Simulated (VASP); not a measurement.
Input of a VASP 6.6.1 run:

File INCAR:

```
PREC = Accurate
ENCUT = 520
EDIFF = 1E-6
ISMEAR = 0
SIGMA = 0.05
LREAL = False
LASPH = True
NELM = 60
ALGO = Normal
ISIF = 2
LWAVE = False
LCHARG = False
GGA = PE
NBANDS = 80
```

KPOINTS

```
regular mesh
0
Gamma
  3 2 3
```

Contents of POSCAR:

```
Sc12C
1.0
    6.6200000000      0.0000000000      0.0000000000
   -4.9650000000      8.5996320000      0.0000000000
    0.0000000000      0.0000000000      5.2761400000
Sc C
12 1
Direct
    0.0025614022      0.0025706914     -0.0055108469
    0.1827721433      0.2437950833      0.4951902338
   -0.0026058645      0.3394326641      0.0009156315
    0.1568685633      0.5498755063      0.5034551775
    0.0023847242      0.6641198135      0.0022196151
    0.1747731610      0.8790459871      0.4959946097
    0.4925033216     -0.0092576054      0.0011606970
    0.6642694592      0.2223336999      0.4974197046
    0.5118922247      0.3448985957     -0.0005934263
    0.6687695159      0.5531833223      0.5010357951
    0.4862232245      0.6588714494      0.0028043229
    0.6470429856      0.8795612417      0.4959263780
    0.0054330363      0.0054251159      0.5394618035
```

Potentials or basis: VASP PAW PBE potentials, release 64 (Sc_sv, C).

Command:

```bash
$ cat potpaw_PBE.64/Sc_sv/POTCAR potpaw_PBE.64/C/POTCAR > POTCAR
$ mpirun -np 1 vasp_std > vasp.out
```

(1) Estimate the pressure.

(2) Estimate the largest force.

(3) What does it give for the band gap on the k mesh?

## Answers

(1) 1.4 GPa.

(2) 0.553 eV/Å.

(3) zero (bands 68 and 69 overlap by 0.34 eV).

Caveat: the k points lie up to 0.40 Å⁻¹ apart.
